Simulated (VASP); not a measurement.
Input of a VASP 6.6.1 run:

File INCAR:

```
SYSTEM = Al13Cu11
ALGO = Normal
EDIFF = 1E-6
ENCUT = 520
GGA = PE
ISIF = 2
ISMEAR = -1
ISYM = 0
LASPH = .TRUE.
LCHARG = .FALSE.
LREAL = Auto
LWAVE = .FALSE.
NBANDS = 98
NELM = 60
PREC = Accurate
SIGMA = 0.05
```

The input KPOINTS:

```
Automatic mesh
0
Gamma
  1 1 1
  0.25 0.25 0.25
```

Contents of POSCAR:

```
Al13Cu11
1.0
    7.1452280000      0.0272100000     -0.2795910000
    0.0272100000      7.0459230000      0.0416720000
   -0.2795910000      0.0416720000      7.0313830000
Al Cu
13 11
Direct
    0.1163033031      0.6873502996      0.1014854539
    0.5486066040      0.5319246534      0.2438631354
    0.4956814436      0.0132681245      0.7819956844
    0.6278218163      0.8389093188      0.4654325188
    0.1276945329      0.2051405879      0.5890440933
    0.6162870071      0.3575421320      0.9095675495
    0.2740389644      0.3230335870      1.0295310855
    0.8881685235      0.5297464165      0.4563129804
    0.7418511572      0.1493061570      0.2430059664
    0.2784269420      0.7537112165      0.5374545823
    0.4287950307      0.1794841331      0.4048307095
    0.9211805684      0.1052460643      0.9129154225
    0.4261561785      0.9135811467      0.1444345556
    0.9544305602      0.8805459559      0.4892239668
    0.4205596084      0.6740828652      0.8970678031
    0.1542544964      0.8805990947      0.8075283118
    0.1143894893      0.0402851737      0.2382950136
    0.5504906136      0.5143169754      0.6016592474
    0.7186679011      0.1829454532      0.6091253135
    0.9636328183      0.4223140597      0.7941112569
    0.9081565704      0.4328278414      0.1379443563
    0.7648065031      0.7116989503      0.8241651886
    0.2143855118      0.4383896156      0.3592602888
    0.7638194272      0.7903838912      0.1543587030
```

Potentials or basis: VASP PAW PBE potentials, release 64 (Al, Cu).

Run with:

```console
$ cat potpaw_PBE.64/Al/POTCAR potpaw_PBE.64/Cu/POTCAR > POTCAR
$ mpirun -np 1 vasp_std > vasp.out
```

Q: Estimate the pressure.

A: 1.2 GPa.

Q: Predict the largest force.

A: 1.162 eV/Å.

Stress tensor (GPa, compression positive):
```
-0.76 -3.67 -4.64
-3.67  2.89 -3.88
-4.64 -3.88  1.49
```

Caveat: the k points lie up to 0.90 Å⁻¹ apart.
